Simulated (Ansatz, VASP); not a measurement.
Au: VASP beside Ansatz

```
Au
1.0
     2.04550   -2.04550    0.00000
     2.04550    0.00000   -2.04550
    10.78008   10.78008   10.78008
Au
6
Direct
  0.66667 0.66667 0.06324
  0.00000 0.00000 0.69573
  0.33333 0.33333 0.18974
  0.66667 0.66667 0.44273
  0.00000 0.00000 0.31623
  0.33333 0.33333 0.56923
```

Alike in both runs: task single point; functional PBEsol; k mesh 18 × 18 × 4; occupations gaussian, width 0.15 eV; no spin polarisation.

|  | VASP | Ansatz |
| --- | --- | --- |
| version | VASP 6.6.1 | Ansatz 0.2.0 |
| potentials or method | VASP PAW PBE potentials, release 64 (Au), cutoff 520 eV | scalar-relativistic, plane waves, PAW |
| valence electrons in the cell | 66 | 114 |

```csv
,VASP,Ansatz,Ansatz less VASP
gap on the k mesh at the Fermi level (eV),none,none,-
rms of the force components (eV/Å),0.042,0.042,+0.0004
```

VASP's potentials were made for PBE, not for PBEsol. Atom by atom the forces differ by 0.003 eV/Å (rms over components). A gap of «none» marks a metal or a gap that the smearing closes. With one functional, cell and mesh, what is left measures potentials, basis and numerics. VASP's potentials hold 66 valence electrons a cell and Ansatz's 114, so a difference there can come from the potentials and not from the codes.

Spin-orbit coupling is off throughout.
